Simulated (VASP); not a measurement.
# MoPbS3 (P-6m2) in VASP: single point with PBE

Aim: the single point of MoPbS3 with PBE.

All numbers are computed with VASP 6.6.1; they aren't measurements. Logs are shortened: lines on timing, memory, paths and dates and some standing lists are left out, and cuts for length are marked.

**1. The cell of the first run**

Symmetry: P-6m2, No. 187, hexagonal system. Conventional cell: a = 5.201 Å, b = 5.201 Å, c = 4.809 Å, α = 90.00°, β = 90.00°, γ = 120.00°. Mo (site symmetry -6m2) has 8 S at 2.40 to 3.18 Å within 3.2 Å. Pb (site symmetry -6m2) has 9 S at 3.00 to 3.30 Å and 6 Mo at 3.85 Å within 4.0 Å. S (site symmetry 3m) has 2 S at 2.07 to 2.74 Å within 2.8 Å. S (site symmetry -6m2) has 2 Mo at 2.40 Å and 3 Pb at 3.00 Å and 6 S at 3.30 Å within 3.4 Å.

The cell was built from a structure type or drawn by symmetry, and may not be a known phase.

**2. Single point, PBE, collinear spin**

The input, INCAR:

```
SYSTEM = MoPbS3
PREC     = Accurate       ! precision mode
ENCUT    = 520            ! plane-wave cutoff, eV
EDIFF    = 1E-6           ! SCF threshold, eV
ISMEAR   = 0              ! smearing method
SIGMA    = 0.1            ! smearing width, eV
LREAL    = .FALSE.        ! projectors in reciprocal space
LASPH    = .TRUE.         ! aspherical terms in the spheres
NELM     = 150            ! most SCF steps
ALGO     = Normal         ! electronic algorithm
ISIF     = 2              ! what is computed and relaxed
LWAVE    = .FALSE.        ! write WAVECAR
LCHARG   = .FALSE.        ! write CHGCAR
ISPIN    = 2              ! spin polarisation
MAGMOM   = 1 0 0 0 0      ! initial moments
LORBIT   = 11             ! projections on sites
LMAXMIX  = 4              ! l up to which the mixer works
GGA      = PE             ! functional
NBANDS   = 35             ! bands
```

The input, KPOINTS:

```
regular mesh
0
G
  6 6 4
  0 0 0
```

The input, POSCAR:

```
MoPbS3
1.0
    5.2008399470     -0.0000000032      0.0000000000
   -2.6004199708      4.5040595167      0.0000000000
    0.0000000000      0.0000000000      4.8088118767
Mo Pb S
1 1 3
Direct
    0.0000000000      0.0000000000      0.5000000000
    0.3333333333      0.6666666667      0.0000000000
    0.6666666667      0.3333333333      0.2849550229
    0.6666666667      0.3333333333      0.7150449771
    0.0000000000      0.0000000000      0.0000000000
```

Potentials or basis: VASP PAW PBE potentials, release 64 (Mo_sv, Pb_d, S).

The run is started by

```console
$ cat potpaw_PBE.64/Mo_sv/POTCAR potpaw_PBE.64/Pb_d/POTCAR potpaw_PBE.64/S/POTCAR > POTCAR
$ mpirun -np 1 vasp_std > vasp.out
```

OUTCAR:

```text
SYSTEM = MoPbS3
   PREC = Accurate
   ENCUT = 520
   EDIFF = 1E-6
   ISMEAR = 0
   LREAL = .FALSE.
   LASPH = .TRUE.
   NELM = 150
   ISIF = 2
   ISPIN = 2
   LORBIT = 11
   GGA = PE

 ion  position               nearest neighbor table
   1  0.000  0.000  0.500-   5 2.40   5 2.40
   2  0.333  0.667  0.000-   5 3.00   5 3.00   5 3.00   3 3.30   4 3.30   3 3.30   4 3.30   3 3.30
                             4 3.30
   3  0.667  0.333  0.285-   4 2.07   4 2.74   2 3.30   2 3.30   2 3.30
   4  0.667  0.333  0.715-   3 2.07   3 2.74   2 3.30   2 3.30   2 3.30
   5  0.000  0.000  0.000-   1 2.40   1 2.40   2 3.00   2 3.00   2 3.00

  LATTYP: Found a hexagonal cell.
 ALAT       =     5.2008399470
 C/A-ratio  =     0.9246221621

  Lattice vectors:

 A1 = (   5.2008399470,  -0.0000000032,   0.0000000000)
 A2 = (  -2.6004199708,   4.5040595167,   0.0000000000)
 A3 = (   0.0000000000,   0.0000000000,   4.8088118767)

Analysis of symmetry for initial positions (statically):
=====================================================================
 Subroutine PRICEL returns:
 Original cell was already a primitive cell.

 Routine SETGRP: Setting up the symmetry group for a
 hexagonal supercell.

 Subroutine GETGRP returns: Found 12 space group operations
 (whereof 12 operations were pure point group operations)
 out of a pool of 24 trial point group operations.

The static configuration has the point symmetry D_3h.

Analysis of symmetry for dynamics (positions and initial velocities):
=====================================================================
 Subroutine PRICEL returns:
 Original cell was already a primitive cell.

 Routine SETGRP: Setting up the symmetry group for a
 hexagonal supercell.

 Subroutine GETGRP returns: Found 12 space group operations
 (whereof 12 operations were pure point group operations)
 out of a pool of 24 trial point group operations.

The dynamic configuration has the point symmetry D_3h.

Analysis of structural, dynamic, and magnetic symmetry:
=====================================================================
 Subroutine PRICEL returns:
 Original cell was already a primitive cell.

 Routine SETGRP: Setting up the symmetry group for a
 hexagonal supercell.

 Subroutine GETGRP returns: Found 12 space group operations
 (whereof 12 operations were pure point group operations)
 out of a pool of 24 trial point group operations.

The overall configuration has the point symmetry D_3h.

 Subroutine INISYM returns: Found 12 space group operations
 (whereof 12 operations are pure point group operations),
 and found     1 'primitive' translations

----------------------------------------------------------------------------------------

                                     Primitive cell

  volume of cell :     112.6459

  direct lattice vectors                    reciprocal lattice vectors
     5.200839947 -0.000000003  0.000000000     0.192276634  0.111010966  0.000000000
    -2.600419971  4.504059517  0.000000000     0.000000000  0.222021933  0.000000000
     0.000000000  0.000000000  4.808811877     0.000000000  0.000000000  0.207951574

  length of vectors
     5.200839947  5.200839947  4.808811877     0.222021933  0.222021933  0.207951574

  position of ions in fractional coordinates (direct lattice)
     0.000000000  0.000000000  0.500000000
     0.333333333  0.666666667  0.000000000
     0.666666667  0.333333333  0.284955023
     0.666666667  0.333333333  0.715044977
     0.000000000  0.000000000  0.000000000

  ion indices of the primitive-cell ions
   primitive index   ion index
                 1           1
                 2           2
                 3           3
                 4           4
                 5           5

----------------------------------------------------------------------------------------

 KPOINTS: regular mesh

Automatic generation of k-mesh.
 Grid dimensions read from file:
 generate k-points for:    6    6    4

 Generating k-lattice:

  Cartesian coordinates                     Fractional coordinates (reciprocal lattice)
     0.032046106  0.018501828  0.000000000     0.166666667  0.000000000  0.000000000
     0.000000000  0.037003656  0.000000000    -0.000000000  0.166666667  0.000000000
     0.000000000  0.000000000  0.051987894     0.000000000  0.000000000  0.250000000

  Length of vectors
     0.037003656  0.037003656  0.051987894

  Shift w.r.t. Gamma in fractional coordinates (k-lattice)
     0.000000000  0.000000000  0.000000000

 Subroutine IBZKPT returns following result:
 ===========================================

 Found     21 irreducible k-points:

 Following reciprocal coordinates:
            Coordinates               Weight
  0.000000  0.000000  0.000000      1.000000
  0.166667  0.000000  0.000000      6.000000
  0.333333 -0.000000  0.000000      6.000000
  0.500000  0.000000  0.000000      3.000000
  0.166667  0.166667  0.000000      6.000000
  0.333333  0.166667  0.000000     12.000000
[... 13 lines left out ...]
  0.333333  0.166667  0.500000     12.000000
  0.333333  0.333333  0.500000      2.000000
   k-points           NKPTS =     21   k-points in BZ     NKDIM =     21   number of bands    NBANDS=     35
   number of dos      NEDOS =    301   number of ions     NIONS =      5
   total plane-waves  NPLWV =  57600
   dimension x,y,z NGX =    40 NGY =   40 NGZ =   36
   dimension x,y,z NGXF=    80 NGYF=   80 NGZF=   72
   ions per type =               1   1   3
   NGX,Y,Z   is equivalent  to a cutoff of  12.79, 12.79, 12.45 a.u.
   NGXF,Y,Z  is equivalent  to a cutoff of  25.57, 25.57, 24.89 a.u.
 SYSTEM =  MoPbS3
   PREC   = accura    normal or accurate (medium, high low for compatibility)
   ISTART =      0    job   : 0-new  1-cont  2-samecut
   ICHARG =      2    charge: 1-file 2-atom 10-const
   ISPIN  =      2    spin polarized calculation?
   LNONCOLLINEAR =      F non collinear calculations
   LSORBIT =      F    spin-orbit coupling
   LASPH  =      T    aspherical Exc in radial PAW
   ENCUT  =  520.0 eV  38.22 Ry    6.18 a.u.   9.67  9.67  8.94*2*pi/ulx,y,z
   NELM   =    150;   NELMIN=  2; NELMDL= -5     # of ELM steps
   EDIFF  = 0.1E-05   stopping-criterion for ELM
   LREAL  =      F    real-space projection
   EDIFFG = 0.1E-04   stopping-criterion for IOM
   NSW    =      0    number of steps for IOM
   IBRION =     -1    ionic relax: 0-MD 1-quasi-New 2-CG
   NFREE  =      0    steps in history (QN), initial steepest desc. (CG)
   ISIF   =      2    stress and relaxation
   ISYM   =      2    0-nonsym 1-usesym 2-fastsym
   POTIM  = 0.5000    time-step for ionic-motion
   TEBEG  =    0.0;   TEEND  =   0.0 temperature during run
   PSTRESS=    0.0 pullay stress
   NELECT =      46.0000    total number of electrons
   NUPDOWN=      -1.0000    fix difference up-down
   EMIN   =  10.00;   EMAX   =-10.00  energy-range for DOS
   EFERMI =   0.00;   METHOD = LEGACY
   ISMEAR =     0;   SIGMA  =   0.10  broadening in eV -4-tet -1-fermi 0-gaus
   EFERMI_NEDOS =   21; number of points for ismear=-14 and -15
   IALGO  =     38    algorithm
   IMIX   =      4    mixing-type and parameters
     AMIX     =   0.40;   BMIX     =  1.00
     AMIX_MAG =   1.60;   BMIX_MAG =  1.00
  volume/ion in A,a.u.               =      22.53       152.03
  Fermi-wavevector in a.u.,A,eV,Ry     =   1.214569  2.295203 20.071024  1.475179
  Thomas-Fermi vector in A             =   2.349985
   LORBIT       =     11    0 simple, 1 ext, 2 COOP (PROOUT), +10 PAW based schemes
   GGA     = PE    functional components
   LHFCALC =     F    Hartree Fock is set to
   AEXX    =    0.0000 exact exchange contribution
   IVDW    =     0    specifies the selected vdW correction
   LEPSILON=     F    determine dielectric tensor
   LRPA    =     F    only Hartree local field effects (RPA)
 spin polarized calculation
 Gauss-broadening in eV      SIGMA  =   0.10
  energy-cutoff  :      520.00
  volume of cell :      112.65
 maximum number of plane-waves:      3066
 NGX is ok and might be reduce to    40
   NGX = 19   NGY = 19   NGZ = 17

 number of electron      46.0000009 magnetization       3.3113663

 Free energy of the ion-electron system (eV)
  ---------------------------------------------------
  ext. energy  EPLUGINS =         0.00000000
  ---------------------------------------------------
  free energy    TOTEN  =       -24.42015153 eV

  energy without entropy =      -24.40715884  energy(sigma->0) =      -24.41365519

 E-fermi :   6.3575     XC(G=0): -10.0956

 val. band max:        6.3526347587   @ k =   0.0000   0.0000   0.2500
 cond. band min:       6.3879063706   @ k =   0.1667   0.0000   0.2500
 fundamental gap:      0.0352716119
 Fermi energy:         6.3575154516

 spin component 1

 k-point     1 :       0.0000    0.0000    0.0000
  band No.  band energies     occupation
      1     -55.7272      1.00000
      2     -29.9123      1.00000
      3     -29.9046      1.00000
      4     -29.9046      1.00000
      5     -10.6413      1.00000
      6     -10.6221      1.00000
[... 787 lines left out ...]
     34      14.5504      0.00000
     35      14.6254      0.00000
 Fermi energy:         6.3575154516

 spin component 2

 k-point     1 :       0.0000    0.0000    0.0000
  band No.  band energies     occupation
      1     -53.9426      1.00000
      2     -28.2974      1.00000
      3     -27.7445      1.00000
      4     -27.7445      1.00000
      5     -10.6497      1.00000
      6     -10.6117      1.00000
[... 787 lines left out ...]
     34      14.9992      0.00000
     35      15.0288      0.00000

------------------------ aborting loop because EDIFF is reached ----------------------------------------

  FORCE on cell =-STRESS in cart. coord.  units (eV):
  Direction    XX          YY          ZZ          XY          YZ          ZX
  --------------------------------------------------------------------------------------
  -------------------------------------------------------------------------------------
  Total        0.0205629      0.0205629     -0.2133769     -0.0000000     -0.0000000     -0.0000000
  in kB        0.2924688      0.2924688     -3.0348873     -0.0000000     -0.0000000     -0.0000000
  external PRESSURE =      -0.8166499 kB  Pullay stress =       0.0000000 kB

 VOLUME and BASIS-vectors are now :
 -----------------------------------------------------------------------------
  energy-cutoff  :      520.00
  volume of cell :      112.65
      direct lattice vectors                 reciprocal lattice vectors
     5.200839947 -0.000000003  0.000000000     0.192276634  0.111010966  0.000000000
    -2.600419971  4.504059517  0.000000000     0.000000000  0.222021933  0.000000000
     0.000000000  0.000000000  4.808811877     0.000000000  0.000000000  0.207951574

 POSITION                                       TOTAL-FORCE (eV/Angst)
 -----------------------------------------------------------------------------------
      0.00000      0.00000      2.40441         0.000000      0.000000     -0.000000
      0.00000      3.00271      0.00000        -0.000000      0.000000     -0.000000
      2.60042      1.50135      1.37030        -0.000000     -0.000000      0.143951
      2.60042      1.50135      3.43852        -0.000000     -0.000000     -0.143951
      0.00000      0.00000      0.00000        -0.000000      0.000000     -0.000000
 -----------------------------------------------------------------------------------
    total drift:                               -0.000000      0.000000     -0.000000

  FREE ENERGIE OF THE ION-ELECTRON SYSTEM (eV)
  ---------------------------------------------------
  free  energy   TOTEN  =       -24.4201515344 eV

  energy  without entropy=      -24.4071588403  energy(sigma->0) =      -24.41365519

 total charge

# of ion       s       p       d       tot
------------------------------------------
    1        2.183   6.064   3.826  12.073
    2        1.467   0.504   9.836  11.808
    3        1.382   2.244   0.000   3.627
    4        1.382   2.244   0.000   3.627
    5        1.348   2.382   0.000   3.730
--------------------------------------------------
tot          7.763  13.439  13.662  34.864

 magnetization (x)

# of ion       s       p       d       tot
------------------------------------------
    1        0.047   0.023   2.642   2.712
    2        0.009  -0.014   0.003  -0.001
    3        0.011   0.025   0.000   0.036
    4        0.011   0.025   0.000   0.036
    5       -0.000  -0.044   0.000  -0.044
--------------------------------------------------
tot          0.078   0.016   2.645   2.739
```

It took 2.4 min on 1 thread of AMD EPYC 7R13 (Zen 3), shared host; peak memory 0.32 GiB.

What came out:

```
Free energy                                           : -24.4202 eV
Pressure                                              : -0.1 GPa
Largest force                                         : 0.144 eV/Å
Net moment                                            : 3.31 μB per cell
Site moments                                          : Mo +2.71; Pb -0.00; S +0.04, -0.04 (each value once) μB
Valence electrons inside the program's atomic spheres : Mo 12.07; Pb 11.81; S 3.63, 3.73 (each value once)
```

Forces on the atoms (eV/Å):
```
Mo   0.000  0.000  0.000
Pb   0.000  0.000  0.000
S    0.000  0.000  0.144
S    0.000  0.000 -0.144
S    0.000  0.000  0.000
```

Caveat: spin-orbit coupling is left out, which moves the levels of the heavy elements.
